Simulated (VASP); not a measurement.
## BiTe: single point with PBE

The system is BiTe.

```
Bi Te
1.0
     0.00000    3.28339    3.28339
     3.28339    0.00000    3.28339
     3.28339    3.28339    0.00000
Bi Te
1 1
Direct
  0.00000 0.00000 0.00000
  0.50000 0.50000 0.50000
```

```json
{"Program": "VASP 6.6.1", "Task": "single point", "Functional": "PBE", "Potentials or basis": "VASP PAW PBE potentials, release 64 (Bi_d, Te)", "Cutoff": "520 eV", "k mesh": "12 × 12 × 12", "Occupations": "gaussian, width 0.1 eV", "Spin": "no spin polarisation", "Dipole correction": "no", "Further INCAR settings": "ALGO = Normal; EDIFF = 1e-06; NBANDS = 18"}
```

```
Pressure               : -1.4 GPa
Band gap on the k mesh : zero (an odd number of electrons rules out a gap without spin polarisation)
```

Levels at points of the mesh, in eV from the Fermi level:
| k point | band 7 | band 8 | band 9 | band 10 | band 11 | band 12 | band 13 | band 14 |
| --- | --- | --- | --- | --- | --- | --- | --- | --- |
| (0.00, 0.00, 0.00) | -8.28 | -2.42 | -2.42 | -2.42 | 2.07 | 2.07 | 2.07 | 4.75 |
| (0.50, 0.00, 0.00) | -11.10 | -1.82 | -1.82 | -1.60 | -0.79 | -0.55 | -0.55 | 7.24 |
| (0.50, 0.50, 0.00) | -9.94 | -5.35 | -3.80 | -3.80 | 2.41 | 3.39 | 3.39 | 4.64 |

Run time: 120 s on 1 thread of Intel Xeon 8259CL, on a shared host, peak memory 0.26 GiB.

Caveat: spin-orbit coupling is left out, which moves the levels of the heavy elements.
